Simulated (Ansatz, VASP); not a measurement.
**One calculation of NaCl, two programs**

INCAR

```
  PREC = Accurate
  ENCUT = 500
  EDIFF = 1E-7
  ISMEAR = 0
  SIGMA = 0.02
  LREAL = False
  LASPH = True
  NELM = 120
  ALGO = Normal
  ISIF = 3
  LWAVE = False
  LCHARG = False
  GGA = PE
  IVDW = 12
  IBRION = 2
  NSW = 100
  EDIFFG = -0.002
  GGA_COMPAT = False
  NELMIN = 4
```

KPOINTS

```
regular mesh
0
Gamma
  8 8 8
```

The input POSCAR:

```
NaCl
1.0
    0.0000000000      2.8017500000      2.8017500000
    2.8017500000      0.0000000000      2.8017500000
    2.8017500000      2.8017500000      0.0000000000
Na Cl
1 1
Direct
    0.0000000000      0.0000000000      0.0000000000
    0.5000000000      0.5000000000      0.5000000000
```

Input for Ansatz:

```yaml
crystal:
  lattice:
    - [0.0, 2.80175, 2.80175]
    - [2.80175, 0.0, 2.80175]
    - [2.80175, 2.80175, 0.0]
  atoms:
    - { symbol: Na, position: [0.0, 0.0, 0.0] }
    - { symbol: Cl, position: [0.5, 0.5, 0.5] }
basis:
  ecutwfc: 420
kpoints:
  mp_grid: { grid: [8, 8, 8] }
hamiltonian:
  xc: pbe
  dispersion: d3bj
scf:
  occupations: { method: gaussian, width: 0.02 }
output:
  forces: true
  stress: true
  eigenvalues: true
relax:
  adjacent_minimum: "off"
  f_tol: 0.002
  max_steps: 80
  cell: { stress_tol: 0.02 }
```

Alike in both runs: task relaxation of cell and atoms; functional PBE; dispersion D3(BJ); k mesh 8 × 8 × 8; occupations gaussian, width 0.02 eV; no spin polarisation.

|  | VASP | Ansatz |
| --- | --- | --- |
| version | VASP 6.6.1 | Ansatz 0.2.0 |
| potentials or method | VASP PAW PBE potentials, release 64 (Na_pv, Cl), cutoff 500 eV | scalar-relativistic, plane waves, PAW |
| valence electrons in the cell | 14 | 16 |

```csv
,VASP,Ansatz,Ansatz less VASP
"gap on the k mesh at the Fermi level, each at its own relaxed structure (eV)",5.24,5.24,-0.005
relaxed volume (Å³/atom),21.66,21.69,+0.029
relaxed cell length with the largest relative difference (Å),3.942,3.944,+0.0018
```

VASP's potentials hold 14 valence electrons a cell and Ansatz's 16, so a difference there can come from the potentials and not from the codes.
